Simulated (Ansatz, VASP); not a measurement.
**Te7Pb8: VASP beside Ansatz**

```xyz
15
Lattice="0.0000 6.4620 6.4620 6.4620 0.0000 6.4620 6.4620 6.4620 0.0000" Properties=species:S:1:pos:R:3 pbc="T T T"
Pb    0.0000    0.0000    0.0000
Pb    3.2310    3.2310    0.0000
Pb    3.2310    0.0000    3.2310
Pb    6.4620    3.2310    3.2310
Pb    0.0000    3.2310    3.2310
Pb    3.2310    6.4620    3.2310
Pb    3.2310    3.2310    6.4620
Pb    6.4620    6.4620    6.4620
Te    6.4620    6.4620    3.2310
Te    6.4620    3.2310    6.4620
Te    9.6930    6.4620    6.4620
Te    3.2310    6.4620    6.4620
Te    6.4620    9.6930    6.4620
Te    6.4620    6.4620    9.6930
Te    9.6930    9.6930    9.6930
```

Alike in both runs: task single point; functional LDA; k mesh 2 × 2 × 2; occupations gaussian, width 0.05 eV; no spin polarisation.

|  | VASP | Ansatz |
| --- | --- | --- |
| version | VASP 6.6.1 | Ansatz 0.2.0 |
| potentials or method | VASP PAW LDA potentials, release 64 (Pb_d, Te), cutoff 400 eV | plane waves, PAW |
| valence electrons in the cell | 154 | 224 |

```tsv
	VASP	Ansatz	Ansatz less VASP
gap on the k mesh at the Fermi level (eV)	none	none	-
rms of the force components (eV/Å)	0.018	0.015	-0.0037
```

LDA's correlation is that of Perdew and Zunger in VASP and of Perdew and Wang (1992) in Ansatz. A gap of «none» marks a metal or a gap that the smearing closes. VASP's potentials hold 154 valence electrons a cell and Ansatz's 224, so a difference there can come from the potentials and not from the codes.

The k mesh is coarse, so the values compare programs but aren't converged. Spin-orbit coupling is off throughout.
